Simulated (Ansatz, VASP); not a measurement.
# One calculation of YAlC4N4, two programs

Contents of INCAR:

```
SYSTEM = YAlC4N4
PREC = Accurate
ENCUT = 520
EDIFF = 1E-6
ISMEAR = 0
SIGMA = 0.1
LREAL = .FALSE.
LASPH = .TRUE.
NELM = 150
ALGO = Normal
ISIF = 2
LWAVE = .FALSE.
LCHARG = .FALSE.
ISPIN = 2
MAGMOM = 0 0 1 1 1 1 1 1 1 1
LORBIT = 11
LMAXMIX = 4
GGA = PE
NBANDS = 40
```

KPOINTS

```
Automatic mesh
0
G
  4 4 4
  0 0 0
```

File POSCAR:

```
YAlC4N4
1.0
    3.3811865600     -3.7158461400      0.0000000000
    3.3811865600      3.7158461400      0.0000000000
    0.0000000000      0.0000000000      7.4316922700
Y Al C N
1 1 4 4
Direct
    0.5000000000      0.5000000000      0.5000000000
    0.0000000000      0.0000000000      0.0000000000
    0.1784015200      0.8215984800      0.8215984800
    0.8215984800      0.1784015200      0.1784015200
    0.1784015200      0.8215984800      0.1784015200
    0.8215984800      0.1784015200      0.8215984800
    0.2897240700      0.7102759300      0.7102759300
    0.7102759300      0.2897240700      0.2897240700
    0.2897240700      0.7102759300      0.2897240700
    0.7102759300      0.2897240700      0.7102759300
```

Input for Ansatz:

```yaml
crystal:
  lattice:
    - [3.38118656, -3.71584614, 0.0]
    - [3.38118656, 3.71584614, 0.0]
    - [0.0, 0.0, 7.43169227]
  atoms:
    - { symbol: "Y", position: [0.5, 0.5, 0.5] }
    - { symbol: Al, position: [0.0, 0.0, 0.0] }
    - { symbol: C, position: [0.17840152, 0.82159848, 0.82159848], spin: 1.0 }
    - { symbol: C, position: [0.82159848, 0.17840152, 0.17840152], spin: 1.0 }
    - { symbol: C, position: [0.17840152, 0.82159848, 0.17840152], spin: 1.0 }
    - { symbol: C, position: [0.82159848, 0.17840152, 0.82159848], spin: 1.0 }
    - { symbol: "N", position: [0.28972407, 0.71027593, 0.71027593], spin: 1.0 }
    - { symbol: "N", position: [0.71027593, 0.28972407, 0.28972407], spin: 1.0 }
    - { symbol: "N", position: [0.28972407, 0.71027593, 0.28972407], spin: 1.0 }
    - { symbol: "N", position: [0.71027593, 0.28972407, 0.71027593], spin: 1.0 }
basis:
  ecutwfc: 420
kpoints:
  mp_grid: { grid: [4, 4, 4] }
hamiltonian:
  xc: pbe
scf:
  occupations: { method: gaussian, width: 0.1 }
  lower_state_search: "off"
output:
  forces: true
  stress: true
  eigenvalues: true
  populations: true
magnetization:
  spin_polarized: true
```

Alike in both runs: task single point; functional PBE; k mesh 4 × 4 × 4; occupations gaussian, width 0.1 eV; collinear spin.

|  | VASP | Ansatz |
| --- | --- | --- |
| version | VASP 6.6.1 | Ansatz 0.2.0 |
| potentials or method | VASP PAW PBE potentials, release 64 (Y_sv, Al, C, N), cutoff 520 eV | scalar-relativistic, plane waves, PAW |
| valence electrons in the cell | 50 | 50 |

|  | VASP | Ansatz | Ansatz less VASP |
| --- | --- | --- | --- |
| gap on the k mesh at the Fermi level (eV) | none | none | - |
| pressure (GPa) | 9.6 | 9.3 | -0.36 |
| traceless stress, the component that is largest in VASP (GPa) | -8.42 | -7.99 | +0.428 |
| rms of the force components (eV/Å) | 0.422 | 0.272 | -0.1494 |
| net moment per atom (μB) | 0.00 | 0.00 | 0.000 |

Atom by atom the forces differ by 0.205 eV/Å (rms over components). A gap of «none» marks a metal or a gap that the smearing closes. Ansatz's warnings: seeded moment not kept.

Noted on VASP's run: the standard files for N, O and F lose accuracy on very short bonds.
